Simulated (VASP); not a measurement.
Set up this calculation in VASP 6.6.1, as the native input.

```yaml
Task: single point
Functional: r2SCAN
Potentials_or_basis: VASP PAW PBE potentials, release 64 (Pt)
Cutoff: 520 eV
k_mesh: 20 × 20 × 20
Occupations: gaussian, width 0.15 eV
Spin: no spin polarisation
Dipole_correction: no
Further_INCAR_settings: ALGO = Normal; EDIFF = 1e-06; NBANDS = 17
```

Pt:

```
CELL_PARAMETERS angstrom
0.00000 -3.13897 0.00000
-3.13897 0.00000 0.00000
0.00000 0.00000 -3.13897
ATOMIC_POSITIONS crystal
Pt 0.46781 0.46781 0.46781
Pt 0.03219 0.03219 0.03219
```

This cell differs from its parent crystal: mode 4 (144.5 1/cm) frozen in, largest displacement +0.175 Å.

The input as run:

POSCAR

```
Pt
1.0
    0.0000000000     -3.1389727827      0.0000000000
   -3.1389727827      0.0000000000      0.0000000000
    0.0000000000      0.0000000000     -3.1389727827
Pt
2
Direct
    0.4678123055      0.4678123055      0.4678123055
    0.0321876945      0.0321876945      0.0321876945
```

INCAR.step1

```
SYSTEM = Pt
ALGO = Normal
EDIFF = 1E-4
ENCUT = 520
GGA = PE
ISMEAR = 0
LASPH = .TRUE.
LCHARG = .FALSE.
LREAL = .FALSE.
LWAVE = .TRUE.
NBANDS = 17
NELM = 100
PREC = Accurate
SIGMA = 0.15
```

INCAR.step2

```
SYSTEM = Pt
ALGO = Normal
EDIFF = 1E-6
ENCUT = 520
ISIF = 2
ISMEAR = 0
ISTART = 1
LASPH = .TRUE.
LCHARG = .TRUE.
LELF = .TRUE.
LMIXTAU = .TRUE.
LREAL = .FALSE.
LVHAR = .TRUE.
LWAVE = .FALSE.
METAGGA = R2SCAN
NBANDS = 17
NELM = 100
PREC = Accurate
SIGMA = 0.15
```

KPOINTS

```
k-points
0
G
  20 20 20
  0 0 0
```

Potentials or basis: VASP PAW PBE potentials, release 64 (Pt).

Launch:

```console
$ cat potpaw_PBE.64/Pt/POTCAR > POTCAR
$ cp INCAR.step1 INCAR
$ mpirun -np 1 vasp_std > vasp.out
$ cp INCAR.step2 INCAR
$ mpirun -np 1 vasp_std > vasp.out
```

It gave:

| Property | Result |
| --- | --- |
| Pressure | 15.3 GPa |
| Largest force | 4.106 eV/Å |
| Band gap on the k mesh | zero (band 10 reaches 11.16 eV, above the bottom of band 11 at 10.16 eV) |

Caveat: the cell differs from its parent crystal (mode 4 (144.5 1/cm) frozen in, largest displacement +0.175 Å); the PAW data sets were made with another functional, which shifts forces and pressure a little; spin-orbit coupling is left out, which moves the levels of the heavy elements.

Run time: 20 min on 1 thread of AMD EPYC 7R43 64-Core Processor (Zen 3), with other jobs on the host, peak memory 0.39 GiB.
